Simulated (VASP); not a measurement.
Sn, 8 atoms in the cell. Symmetry: Pm-3n, No. 223, cubic system. Conventional cell: a = 6.076 Å, b = 6.076 Å, c = 6.076 Å, α = 90.00°, β = 90.00°, γ = 90.00°. Sn (site symmetry m-3) has 12 Sn at 3.40 Å within 4.5 Å. Sn (site symmetry -4m2) has 14 Sn at 3.04 to 3.72 Å within 4.0 Å. 

| Property | Result |
| --- | --- |
| Program | VASP 6.6.1 |
| Task | relaxation of cell and atoms |
| Functional | LDA |
| Potentials or basis | VASP PAW LDA potentials, release 64 (Sn_d) |
| Cutoff | 600 eV |
| k mesh | 4 × 4 × 4 |
| Occupations | fermi-dirac, width 0.1 eV |
| Spin | no spin polarisation |
| Dipole correction | no |
| Further INCAR settings | ALGO = Normal; EDIFF = 1e-06; IBRION = 2; EDIFFG = -0.01; NSW = 80; ISIF = 3 |

Potentials or basis: VASP PAW LDA potentials, release 64 (Sn_d).

Command:

```sh
$ cat potpaw_LDA.64/Sn_d/POTCAR > POTCAR
$ mpirun -np 1 vasp_std > vasp.out
```

Hardware: 1 thread of Intel(R) Xeon(R) 6975P-C (Granite Rapids) (shared host).

Question: Estimate the wall time of this run.

Answer: Run time: 3.4 min on 1 thread of Intel(R) Xeon(R) 6975P-C (Granite Rapids), with other jobs on the host, peak memory 0.33 GiB. Counts: scf iterations 29, k points 10, ion steps 3.
